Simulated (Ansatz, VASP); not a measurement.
**CoO in VASP and in Ansatz**

Contents of INCAR:

```
PREC = Accurate ; ENCUT = 520
EDIFF = 1E-7 ; ISMEAR = 0
SIGMA = 0.15 ; LREAL = False
LASPH = True ; NELM = 150
ALGO = Normal ; ISIF = 2
LWAVE = False ; LCHARG = False
ISPIN = 2 ; MAGMOM = 2.64 0.33
LORBIT = 11 ; LMAXMIX = 4
GGA = PS ; NBANDS = 18
```

Contents of KPOINTS:

```
Automatic mesh
0
Gamma
  18 18 18
```

File POSCAR:

```
CoO
1.0
    1.5054695445      0.8691832468      2.6351210587
   -1.5054695445      0.8691832468      2.6351210587
    0.0000000000     -1.7383664936      2.6351210587
Co O
1 1
Direct
    0.0000000000      0.0000000000      0.0000000000
    0.5000000000      0.5000000000      0.5000000000
```

Input for Ansatz:

```yaml
crystal:
  lattice:
    - [1.5054695445, 0.8691832468, 2.6351210587]
    - [-1.5054695445, 0.8691832468, 2.6351210587]
    - [0.0, -1.7383664936, 2.6351210587]
  atoms:
    - { symbol: Co, position: [0.0, 0.0, 0.0], spin: 2.64 }
    - { symbol: O, position: [0.5, 0.5, 0.5], spin: 0.33 }
basis:
  ecutwfc: 420
kpoints:
  mp_grid: { grid: [18, 18, 18] }
hamiltonian:
  xc: pbesol
scf:
  occupations: { method: gaussian, width: 0.15 }
output:
  forces: true
  stress: true
  eigenvalues: true
  populations: true
magnetization:
  spin_polarized: true
```

Change from the starting cell: strain +0.000 along x and y, +0.080 along z, atoms carried along.

Alike in both runs: task single point; functional PBEsol; k mesh 18 × 18 × 18; occupations gaussian, width 0.15 eV; collinear spin.

|  | VASP | Ansatz |
| --- | --- | --- |
| version | VASP 6.6.1 | Ansatz 0.2.0 |
| potentials or method | VASP PAW PBE potentials, release 64 (Co, O), cutoff 520 eV | scalar-relativistic, plane waves, PAW |
| valence electrons in the cell | 15 | 23 |

Ansatz gave:

```
gap on the k mesh at the Fermi level (eV)                     : none
pressure (GPa)                                                : -20.3
traceless stress, the component that is largest in VASP (GPa) : -0.68
net moment per atom (μB)                                      : 1.50
size of the moment on the site where the two differ most (μB) : 2.54
```

Question: Which values does VASP return?

Answer: gap on the k mesh at the Fermi level (eV): none; pressure (GPa): -20.6; traceless stress, the component that is largest in VASP (GPa): -0.92; net moment per atom (μB): 1.49; size of the moment on the site where the two differ most (μB): 2.60.

VASP's potentials were made for PBE, not for PBEsol. Site moments also hang on the region over which each program counts them. A gap of «none» marks a metal or a gap that the smearing closes. The functional is the same, so the differences come from potentials, cutoffs and numerics. VASP's potentials hold 15 valence electrons a cell and Ansatz's 23, so a difference there can come from the potentials and not from the codes.
